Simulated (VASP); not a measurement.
# Si10H5Cl in VASP: a series of runs, part 2 of 2

VASP 6.6.1.

## (3) Single point, PBE

Input file INCAR:

```
SYSTEM = Si10H5Cl
PREC = Accurate
ENCUT = 520
EDIFF = 1E-6
ISMEAR = -1
SIGMA = 0.02
LREAL = Auto
LASPH = .TRUE.
NELM = 100
ALGO = Normal
ISIF = 2
LWAVE = .FALSE.
LCHARG = .FALSE.
GGA = PE
NBANDS = 74
```

Input file KPOINTS:

```
Automatic mesh
0
G
  2 2 1
  0 0 0
```

Input file POSCAR:

```
Si10H5Cl
1.0
    7.6791800000      0.0000000000      0.0000000000
    0.0000000000      7.6791800000      0.0000000000
    0.0000000000      0.0000000000     18.2543620000
H Si Cl
10 20 2
Direct
    0.4093920184      0.0000000000      0.0547814270
    0.0906079816      0.0000000000      0.0547814270
    0.9093920184      0.0000000000      0.0547814270
    0.5906079816      0.0000000000      0.0547814270
    0.4093920184      0.5000000000      0.0547814270
    0.0906079816      0.5000000000      0.0547814270
    0.9093920184      0.5000000000      0.0547814270
    0.5906079816      0.5000000000      0.0547814270
    0.2508758748      0.4784180082      0.4714815012
    0.7508843392      0.4784624140      0.4714766805
    0.2500000000      0.0000000000      0.1021948069
    0.7500000000      0.0000000000      0.1021948069
    0.2500000000      0.5000000000      0.1021948069
    0.7500000000      0.5000000000      0.1021948069
    0.2526814061      0.2499610636      0.1734347111
    0.7526751554      0.2499622356      0.1734343824
    0.2508637641      0.7496478791      0.1793254127
    0.7508648059      0.7496464466      0.1793239884
    0.0045997099      0.2505470636      0.2460118847
    0.5045985379      0.2505307858      0.2460168698
    0.0018207673      0.7492694532      0.2565821254
    0.5018240229      0.7492561706      0.2565811941
    0.0098174545      0.0098789194      0.3263920700
    0.5098481869      0.0098550887      0.3263974386
    0.0012705784      0.4882945835      0.3272467151
    0.5012720108      0.4882840355      0.3272484133
    0.2704158517      0.0982660909      0.3960571177
    0.7704098615      0.0982737740      0.3960771677
    0.2514238499      0.4112133066      0.3944423256
    0.7514282775      0.4112173435      0.3944441334
    0.4510023206      1.0547113103      0.4935757273
    0.9509060863      1.0547140450      0.4935747412
```

Potentials or basis: VASP PAW PBE potentials, release 64 (H, Si, Cl).

Command:

```
> cat potpaw_PBE.64/H/POTCAR potpaw_PBE.64/Si/POTCAR potpaw_PBE.64/Cl/POTCAR > POTCAR
> mpirun -np 1 vasp_std > vasp.out
```

Wall time 21 min (1 thread of Intel Xeon 8259CL, shared host); peak memory 1 GiB.

The run converged. Its results:

```yaml
Free_energy: -143.8032 eV
Largest_force: 1.224 eV/Å
Band_gap_on_the_k_mesh: 1.30 eV
```

Forces in eV/Å, atoms in the order of the input:
```
H   -0.633 -0.087 -0.008
H    0.619 -0.069  0.014
H   -0.633 -0.087 -0.008
H    0.619 -0.069  0.014
H   -0.639  0.097 -0.031
H    0.607  0.054  0.025
H   -0.639  0.097 -0.031
H    0.607  0.054  0.025
H    0.018  0.015  0.004
H    0.018  0.015  0.004
Si   0.045 -0.255  0.013
Si   0.045 -0.255  0.013
Si   0.143  0.230 -0.010
Si   0.143  0.230 -0.010
Si   0.077 -0.020  0.000
Si   0.076 -0.020  0.000
Si   0.023  0.022 -0.006
Si   0.023  0.022 -0.006
Si   0.115  0.007 -0.003
Si   0.115  0.006 -0.003
Si   0.047 -0.016 -0.003
Si   0.047 -0.016 -0.003
Si   0.255 -0.008  0.034
Si   0.255 -0.007  0.034
Si   0.036 -0.001 -0.029
Si   0.036 -0.001 -0.029
Si   0.472  0.014 -0.023
Si   0.471  0.014 -0.025
Si   0.039  0.012  0.018
Si   0.039  0.013  0.018
Cl  -1.224  0.004  0.005
Cl  -1.222  0.003  0.007
```

Levels at points of the mesh, in eV from the valence-band top:
```
           k point  band 50  band 51  band 52  band 53  band 54  band 55
(0.00, 0.00, 0.00)    -0.51    -0.38    -0.25     1.30     1.46     1.46
(0.50, 0.00, 0.00)    -0.53    -0.41    -0.41     1.63     1.64     2.13
(0.00, 0.50, 0.00)    -0.89    -0.34     0.00     1.45     1.64     1.94
(0.50, 0.50, 0.00)    -1.02    -0.56    -0.56     1.72     1.72     2.27
```

Caveat: there is no dipole correction, which matters where the two faces differ.

## (4) Single point, PBE

Input file INCAR:

```
SYSTEM = Si10H5Cl
PREC = Accurate
ENCUT = 520
EDIFF = 1E-6
ISMEAR = -1
SIGMA = 0.02
LREAL = Auto
LASPH = .TRUE.
NELM = 60
ALGO = Normal
ISIF = 2
LWAVE = .FALSE.
LCHARG = .TRUE.
GGA = PE
LELF = .TRUE.
LVHAR = .TRUE.
NBANDS = 74
```

KPOINTS is that of step 3.

Input file POSCAR:

```
Si10H5Cl
1.0
    7.6791800000      0.0000000000      0.0000000000
    0.0000000000      7.6791800000      0.0000000000
    0.0000000000      0.0000000000     18.2543620000
H Si Cl
10 20 2
Direct
    0.4093920184      0.0000000000      0.0547814270
    0.0906079816      0.0000000000      0.0547814270
    0.9093920184      0.0000000000      0.0547814270
    0.5906079816      0.0000000000      0.0547814270
    0.4093920184      0.5000000000      0.0547814270
    0.0906079816      0.5000000000      0.0547814270
    0.9093920184      0.5000000000      0.0547814270
    0.5906079816      0.5000000000      0.0547814270
    0.2491682706      0.4784306397      0.4714844594
    0.7491768652      0.4784715295      0.4714783787
    0.2500000000      0.0000000000      0.1021947521
    0.7500000000      0.0000000000      0.1021947521
    0.2500000000      0.5000000000      0.1021947521
    0.7500000000      0.5000000000      0.1021947521
    0.2473640415      0.2499595009      0.1734354233
    0.7473575304      0.2499611938      0.1734349850
    0.2491948359      0.7496502231      0.1793249745
    0.7491952266      0.7496481395      0.1793243171
   -0.0045464490      0.2505521423      0.2460117204
    0.4954534208      0.2505352134      0.2460186228
   -0.0017414620      0.7492668488      0.2565804272
    0.4982591891      0.7492539568      0.2565809750
   -0.0096153496      0.0098806123      0.3263869206
    0.4904035327      0.0098574327      0.3263966169
   -0.0011794228      0.4883003133      0.3272473177
    0.4988194052      0.4882875515      0.3272500567
    0.2298296172      0.0982660909      0.3960550361
    0.7298413372      0.0982699976      0.3960709227
    0.2486726447      0.4112204689      0.3944451195
    0.7486812394      0.4112268497      0.3944433117
    0.5494452533      1.0546331770      0.4935848758
    1.0493544884      1.0546674254      0.4935739195
```

Command:

```
> cat potpaw_PBE.64/H/POTCAR potpaw_PBE.64/Si/POTCAR potpaw_PBE.64/Cl/POTCAR > POTCAR
> mpirun -np 1 vasp_std > vasp.out
```

Wall time 19 min (1 thread of Intel Xeon 8259CL, shared host); peak memory 1 GiB.

It converged, with:

| Property | Result |
| --- | --- |
| Free energy | -143.8068 eV |
| Largest force | 1.223 eV/Å |
| Band gap on the k mesh | 1.31 eV |

Forces on the atoms (eV/Å):
```
H   -0.619 -0.069  0.014
H    0.633 -0.087 -0.008
H   -0.619 -0.069  0.014
H    0.633 -0.087 -0.008
H   -0.607  0.054  0.025
H    0.639  0.097 -0.030
H   -0.607  0.054  0.025
H    0.639  0.097 -0.030
H   -0.018  0.015  0.004
H   -0.018  0.015  0.004
Si  -0.044 -0.255  0.013
Si  -0.044 -0.255  0.013
Si  -0.142  0.230 -0.010
Si  -0.142  0.230 -0.010
Si  -0.076 -0.019  0.000
Si  -0.076 -0.019  0.000
Si  -0.022  0.022 -0.006
Si  -0.023  0.022 -0.007
Si  -0.115  0.006 -0.002
Si  -0.115  0.006 -0.002
Si  -0.046 -0.017 -0.003
Si  -0.046 -0.016 -0.003
Si  -0.258 -0.008  0.035
Si  -0.258 -0.007  0.034
Si  -0.036 -0.002 -0.029
Si  -0.036 -0.001 -0.029
Si  -0.473  0.014 -0.023
Si  -0.472  0.014 -0.024
Si  -0.039  0.013  0.018
Si  -0.039  0.013  0.018
Cl   1.223  0.003  0.005
Cl   1.223  0.003  0.004
```

Levels at points of the mesh, in eV from the valence-band top:
| k point | band 50 | band 51 | band 52 | band 53 | band 54 | band 55 |
| --- | --- | --- | --- | --- | --- | --- |
| (0.00, 0.00, 0.00) | -0.51 | -0.38 | -0.25 | 1.31 | 1.46 | 1.47 |
| (0.50, 0.00, 0.00) | -0.53 | -0.41 | -0.41 | 1.64 | 1.64 | 2.13 |
| (0.00, 0.50, 0.00) | -0.90 | -0.34 | 0.00 | 1.45 | 1.64 | 1.94 |
| (0.50, 0.50, 0.00) | -1.02 | -0.56 | -0.56 | 1.72 | 1.72 | 2.27 |

Caveat: there is no dipole correction, which matters where the two faces differ.

## (5) Overview

```csv
cell,gap on the mesh (eV),largest force (eV/Å)
"as given, atomic positions A",1.35,0.66
"as given, atomic positions B",1.30,1.22
"as given, atomic positions C",1.31,1.22
```

Alike in all rows: task single point; level PBE; potentials or basis VASP PAW PBE potentials, release 64 (H, Si, Cl); no spin polarisation; k mesh 2 × 2 × 1; cutoff (eV) 520; smearing fermi-dirac 0.02 eV.

Caveats: there is no dipole correction, which matters where the two faces differ.

Total energies depend on the potentials used, so only differences within one code and one set of settings carry meaning.
